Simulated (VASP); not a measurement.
The system is Rh.

```xyz
1
Lattice="2.3329 0.0000 0.0000 -1.1664 2.0203 0.0000 0.0000 0.0000 2.2149" Properties=species:S:1:pos:R:3 pbc="T T T"
Rh    0.0000    0.0000    0.0000
```

This cell differs from its parent crystal: volume scaled by 0.68.

Base run:

- Program: VASP 6.6.1
- Functional: PBE
- Potentials or basis: VASP PAW PBE potentials, release 64 (Rh_sv_GW)
- Cutoff: 530 eV
- k mesh: 17 × 17 × 15
- Occupations: fermi-dirac, width 0.1 eV
- Spin: no spin polarisation

Its results: pressure 205.0 GPa.

Task: The run is repeated on the same cell with these changes: potentials or basis from VASP PAW PBE potentials, release 64 (Rh_sv_GW) to VASP PAW PBE potentials, release 64 (Rh_pv); cutoff from 530 eV to 520 eV; valence electrons from 17 to 15. What comes out?

Result: Pressure 210.1 GPa.
